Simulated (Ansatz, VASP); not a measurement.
# One calculation of P, two programs

```
P
1.0
     4.60285    0.00000    0.00000
     0.00000    4.60285    0.00000
     0.00000    0.00000    3.77285
P
1
Direct
  0.00000 0.00000 0.00000
```

Alike in both runs: task single point; functional PBEsol; dispersion D3(BJ); k mesh 12 × 12 × 12; occupations gaussian, width 0.15 eV; no spin polarisation.

|  | VASP | Ansatz |
| --- | --- | --- |
| version | VASP 6.6.1 | Ansatz 0.2.0 |
| potentials or method | VASP PAW PBE potentials, release 64 (P), cutoff 520 eV | scalar-relativistic, plane waves, PAW |
| valence electrons in the cell | 5 | 5 |

|  | VASP | Ansatz | Ansatz less VASP |
| --- | --- | --- | --- |
| gap on the k mesh at the Fermi level (eV) | none | none | - |
| pressure (GPa) | -4.1 | -4.1 | +0.01 |
| traceless stress, the component that is largest in VASP (GPa) | -2.61 | -2.61 | -0.001 |

VASP's potentials were made for PBE, not for PBEsol. A gap of «none» marks a metal or a gap that the smearing closes.
